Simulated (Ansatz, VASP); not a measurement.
# One calculation of SnO2, two programs

```
Sn O
1.0
     4.70345    0.00000    0.00000
     0.00000    5.69517    0.00000
     0.00000    0.00000    5.20433
Sn O
4 8
Direct
  0.50000 0.66732 0.75000
  0.00000 0.83268 0.25000
  0.50000 0.33268 0.25000
  0.00000 0.16732 0.75000
  0.73102 0.60491 0.07763
  0.23102 0.89509 0.92237
  0.76898 0.89509 0.57763
  0.26898 0.60491 0.42237
  0.73102 0.39509 0.57763
  0.23102 0.10491 0.42237
  0.76898 0.10491 0.07763
  0.26898 0.39509 0.92237
```

Alike in both runs: task single point; functional LDA; k mesh 6 × 6 × 6; occupations gaussian, width 0.02 eV; no spin polarisation.

|  | VASP | Ansatz |
| --- | --- | --- |
| version | VASP 6.6.1 | Ansatz 0.2.0 |
| potentials or method | VASP PAW LDA potentials, release 64 (Sn_d, O), cutoff 520 eV | scalar-relativistic, plane waves, PAW |
| valence electrons in the cell | 104 | 104 |

Ansatz gave:

| Item | Value |
| --- | --- |
| gap on the k mesh at the Fermi level (eV) | 1.50 |
| least direct gap on the mesh (eV) | 1.50 |

Which values does VASP return?

gap on the k mesh at the Fermi level (eV): 1.54; least direct gap on the mesh (eV): 1.54.

LDA's correlation is that of Perdew and Zunger in VASP and of Perdew and Wang (1992) in Ansatz.
